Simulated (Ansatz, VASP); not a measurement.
# B26AuN27 in VASP and in Ansatz

```
CELL_PARAMETERS angstrom
0.00000 5.42250 5.42250
5.42250 0.00000 5.42250
5.42250 5.42250 0.00000
ATOMIC_POSITIONS crystal
Au 0.00000 0.00000 0.00000
B 0.00145 0.00145 0.33706
B 0.00145 0.00145 0.66003
B 0.00145 0.33706 0.00145
B 0.99951 0.33350 0.33350
B 0.00145 0.33706 0.66003
B 0.00145 0.66003 0.00145
B 0.00145 0.66003 0.33706
B 0.00052 0.66649 0.66649
B 0.33706 0.00145 0.00145
B 0.33350 0.99951 0.33350
B 0.33706 0.00145 0.66003
B 0.33350 0.33350 0.99951
B 0.33350 0.33350 0.33350
B 0.33348 0.33348 0.66652
B 0.33706 0.66003 0.00145
B 0.33348 0.66652 0.33348
B 0.33348 0.66652 0.66652
B 0.66003 0.00145 0.00145
B 0.66003 0.00145 0.33706
B 0.66649 0.00052 0.66649
B 0.66003 0.33706 0.00145
B 0.66652 0.33348 0.33348
B 0.66652 0.33348 0.66652
B 0.66649 0.66649 0.00052
B 0.66652 0.66652 0.33348
B 0.66649 0.66649 0.66649
N 0.10224 0.10224 0.10224
N 0.08303 0.08303 0.41697
N 0.10224 0.10224 0.69328
N 0.08303 0.41697 0.08303
N 0.08303 0.41697 0.41697
N 0.08422 0.41626 0.74976
N 0.10224 0.69328 0.10224
N 0.08422 0.74976 0.41626
N 0.08422 0.74976 0.74976
N 0.41697 0.08303 0.08303
N 0.41697 0.08303 0.41697
N 0.41626 0.08422 0.74976
N 0.41697 0.41697 0.08303
N 0.41668 0.41668 0.41668
N 0.41668 0.41668 0.74997
N 0.41626 0.74976 0.08422
N 0.41668 0.74997 0.41668
N 0.41626 0.74976 0.74976
N 0.69328 0.10224 0.10224
N 0.74976 0.08422 0.41626
N 0.74976 0.08422 0.74976
N 0.74976 0.41626 0.08422
N 0.74997 0.41668 0.41668
N 0.74976 0.41626 0.74976
N 0.74976 0.74976 0.08422
N 0.74976 0.74976 0.41626
N 0.75000 0.75000 0.75000
```

Alike in both runs: functional PBE; k mesh 3 × 3 × 3; occupations fermi-dirac, width 0.01 eV; no spin polarisation.

Ansatz relaxed the structure, and its values are those at the end. VASP's run is a single point on that final structure, the one shown.

|  | VASP | Ansatz |
| --- | --- | --- |
| version | VASP 6.6.1 | Ansatz 0.2.0 |
| potentials or method | VASP PAW PBE potentials, release 64 (Au, B, N) | plane-wave PAW, scalar-relativistic |
| plane-wave cutoff (eV) | 520 | 420 |
| valence electrons in the cell | 224 | 232 |

Ansatz gave:

```
pressure (GPa)                     : 23.0
rms of the force components (eV/Å) : 0.003
```

Problem. What did VASP give for the same quantities?

Solution. Pressure (GPa): 23.3; rms of the force components (eV/Å): 0.007.

The functional is the same, so the differences come from potentials, cutoffs and numerics. VASP's potentials hold 224 valence electrons a cell and Ansatz's 232, so a difference there can come from the potentials and not from the codes. Ansatz's warnings: stress scf threshold loose.

Spin-orbit coupling is off throughout.
